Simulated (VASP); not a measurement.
Set up this calculation in VASP 6.6.1, as the native input.

| Property | Result |
| --- | --- |
| Task | single point |
| Functional | PBEsol |
| Potentials or basis | VASP PAW PBE potentials, release 64 (Al, N) |
| Cutoff | 520 eV |
| k mesh | 12 × 12 × 6 |
| Occupations | gaussian, width 0.02 eV |
| Spin | no spin polarisation |
| Dipole correction | no |
| Further INCAR settings | ALGO = Normal; EDIFF = 1e-06; NBANDS = 16 |

The structure of AlN lies in POSCAR:

```
AlN
1.0
    3.3121160000      0.0000000000      0.0000000000
   -1.6560580000      2.8683760000      0.0000000000
    0.0000000000      0.0000000000      4.3969411500
Al N
2 2
Direct
    0.3333333333      0.6666666667      0.7500000000
    0.6666666667      0.3333333333      0.2500000000
    0.3333333333      0.6666666667      0.2500000000
    0.6666666667      0.3333333333      0.7500000000
```

One way to write it, as run:

INCAR

```
PREC = Accurate
ENCUT = 520
EDIFF = 1E-6
ISMEAR = 0
SIGMA = 0.02
LREAL = F
LASPH = T
NELM = 60
ALGO = Normal
ISIF = 2
LWAVE = F
LCHARG = F
GGA = PS
NBANDS = 16
```

KPOINTS

```
regular mesh
0
Gamma
  12 12 6
```

Potentials or basis: VASP PAW PBE potentials, release 64 (Al, N).

The run is started by

```sh
$ cat potpaw_PBE.64/Al/POTCAR potpaw_PBE.64/N/POTCAR > POTCAR
$ mpirun -np 1 vasp_std > vasp.out
```

It gave:

```yaml
Pressure: -10.5 GPa
Band_gap_on_the_k_mesh: 2.69 eV, direct
```

Caveat: the PAW data sets were made with another functional, which shifts forces and pressure a little.

It took 64 s on 1 thread of Intel(R) Xeon(R) Platinum 8375C CPU @ 2.90GHz (Ice Lake), with other jobs on the host, peak memory 0.19 GiB.
